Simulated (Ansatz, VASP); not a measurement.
Sn3GeTe4 in VASP and in Ansatz

```
CELL_PARAMETERS angstrom
4.46918 2.58028 3.74867
-4.46918 2.58028 3.74867
0.00000 -5.16057 3.74867
ATOMIC_POSITIONS crystal
Sn 0.50418 0.00473 0.00473
Sn 0.00473 0.50418 0.00473
Sn 0.00473 0.00473 0.50418
Ge 0.48203 0.48203 0.48203
Te 0.03487 0.51702 0.51702
Te 0.51702 0.03487 0.51702
Te 0.51702 0.51702 0.03487
Te 0.01940 0.01940 0.01940
```

Alike in both runs: functional PBE; k mesh 6 × 6 × 6; occupations gaussian, width 0.01 eV; no spin polarisation.

Ansatz relaxed the structure, and its values are those at the end. VASP's run is a single point on that final structure, the one shown.

```csv
,VASP,Ansatz
version,VASP 6.6.1,Ansatz 0.2.0
potentials or method,"VASP PAW PBE potentials, release 64 (Sn_d, Ge_d, Te), cutoff 520 eV","scalar-relativistic, plane waves, PAW"
valence electrons in the cell,80,120
```

Ansatz gave:

| Item | Value |
| --- | --- |
| gap on the k mesh at the Fermi level (eV) | 0.22 |
| least direct gap on the mesh (eV) | 0.22 |
| pressure (GPa) | 0.0 |
| rms of the force components (eV/Å) | 0.002 |

**Question.** Estimate VASP's values.

**Answer.** gap on the k mesh at the Fermi level (eV): 0.22; least direct gap on the mesh (eV): 0.22; pressure (GPa): 0.0; rms of the force components (eV/Å): 0.006.

The functional is the same, so the differences come from potentials, cutoffs and numerics. VASP's potentials hold 80 valence electrons a cell and Ansatz's 120, so a difference there can come from the potentials and not from the codes.

Spin-orbit coupling is off throughout.
